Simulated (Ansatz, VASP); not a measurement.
# AlCu3: VASP beside Ansatz

INCAR

```
PREC     = Accurate       # precision mode
ENCUT    = 520            # plane-wave cutoff, eV
EDIFF    = 1E-6           # SCF threshold, eV
ISMEAR   = 0              # smearing method
SIGMA    = 0.15           # smearing width, eV
LREAL    = False          # projectors in reciprocal space
LASPH    = True           # aspherical terms in the spheres
NELM     = 100            # most SCF steps
ALGO     = Fast           # electronic algorithm
ISIF     = 2              # what is computed and relaxed
LWAVE    = False          # write WAVECAR
LCHARG   = True           # write CHGCAR
GGA      = PS             # functional
LELF     = True           # ELF
LVHAR    = True         
NBANDS   = 26             # bands
```

Contents of KPOINTS:

```
regular mesh
0
Gamma
  14 14 14
```

The input POSCAR:

```
AlCu3
1.0
    0.0000000000      2.8834704780      2.8834704780
    2.8834704780      0.0000000000      2.8834704780
    2.8834704780      2.8834704780      0.0000000000
Al Cu
1 3
Direct
   -0.0260103235      0.0260103235      0.0260103235
    0.4983659291      0.5016340709      0.5016340709
    0.2563390081      0.2436609919      0.2436609919
    0.7563390081      0.7436609919      0.7436609919
```

Input for Ansatz:

```yaml
crystal:
  lattice:
    - [0.0, 2.883470478, 2.883470478]
    - [2.883470478, 0.0, 2.883470478]
    - [2.883470478, 2.883470478, 0.0]
  atoms:
    - { symbol: Al, position: [-0.0260103235, 0.0260103235, 0.0260103235] }
    - { symbol: Cu, position: [0.4983659291, 0.5016340709, 0.5016340709] }
    - { symbol: Cu, position: [0.2563390081, 0.2436609919, 0.2436609919] }
    - { symbol: Cu, position: [0.7563390081, 0.7436609919, 0.7436609919] }
basis:
  ecutwfc: 420
kpoints:
  mp_grid: { grid: [14, 14, 14] }
hamiltonian:
  xc: pbesol
scf:
  occupations: { method: gaussian, width: 0.15 }
output:
  forces: true
  stress: true
  eigenvalues: true
```

Change from the starting cell: mode 10 (297.4 1/cm) frozen in, largest displacement +0.150 Å.

Alike in both runs: task single point; functional PBEsol; k mesh 14 × 14 × 14; occupations gaussian, width 0.15 eV; no spin polarisation.

```csv
,VASP,Ansatz
version,VASP 6.6.1,Ansatz 0.2.0
potentials or method,"VASP PAW PBE potentials, release 64 (Al, Cu), cutoff 520 eV","scalar-relativistic, plane waves, PAW"
valence electrons in the cell,36,60
```

|  | VASP | Ansatz | Ansatz less VASP |
| --- | --- | --- | --- |
| gap on the k mesh at the Fermi level (eV) | none | none | - |
| pressure (GPa) | 2.0 | 1.4 | -0.61 |
| traceless stress, the component that is largest in VASP (GPa) | -0.69 | -0.68 | +0.005 |
| rms of the force components (eV/Å) | 0.494 | 0.491 | -0.0028 |

VASP's potentials were made for PBE, not for PBEsol. Atom by atom the forces differ by 0.003 eV/Å (rms over components). A gap of «none» marks a metal or a gap that the smearing closes. VASP's potentials hold 36 valence electrons a cell and Ansatz's 60, so a difference there can come from the potentials and not from the codes.
